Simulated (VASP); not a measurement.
# KF: single point with r2SCAN

Crystal: KF.

```
K F
1.0
     0.00000    2.75371    2.71360
     2.75371    0.00000    2.71360
     2.75371    2.75371    0.00000
K F
1 1
Direct
  0.00000 0.00000 0.00000
  0.50000 0.50000 0.50000
```

This cell differs from its parent crystal: strain +0.030 along x and y, +0.015 along z.

- Program: VASP 6.6.1
- Task: single point
- Functional: r2SCAN
- Potentials or basis: VASP PAW PBE potentials, release 64 (K_sv, F)
- Cutoff: 520 eV
- k mesh: 8 × 8 × 8
- Occupations: gaussian, width 0.05 eV
- Spin: no spin polarisation

| Item | Value |
| --- | --- |
| Pressure | -2.6 GPa |
| Band gap on the k mesh | 6.43 eV |

Stress tensor (GPa, compression positive):
```
-2.78  0.00  0.00
 0.00 -2.78  0.00
 0.00  0.00 -2.22
```

Levels at points of the mesh, in eV from the valence-band top:
```tsv
k point	band 6	band 7	band 8	band 9	band 10	band 11
(0.00, 0.00, 0.00)	-0.02	-0.02	0.00	6.43	11.20	11.20
(0.50, 0.00, 0.00)	-0.69	-0.29	-0.29	9.35	10.67	12.51
(0.50, 0.50, 0.00)	-0.23	-0.09	-0.09	8.64	10.80	11.89
(0.50, 0.00, 0.50)	-0.25	-0.08	-0.06	8.70	10.79	11.76
```

It took 4.7 min on 1 thread of AMD EPYC 7571 (shared host), peak memory 0.16 GiB.

Caveat: the cell differs from its parent crystal (strain +0.030 along x and y, +0.015 along z); the PAW data sets were made with another functional, which shifts forces and pressure a little. A k mesh can miss the band edges.
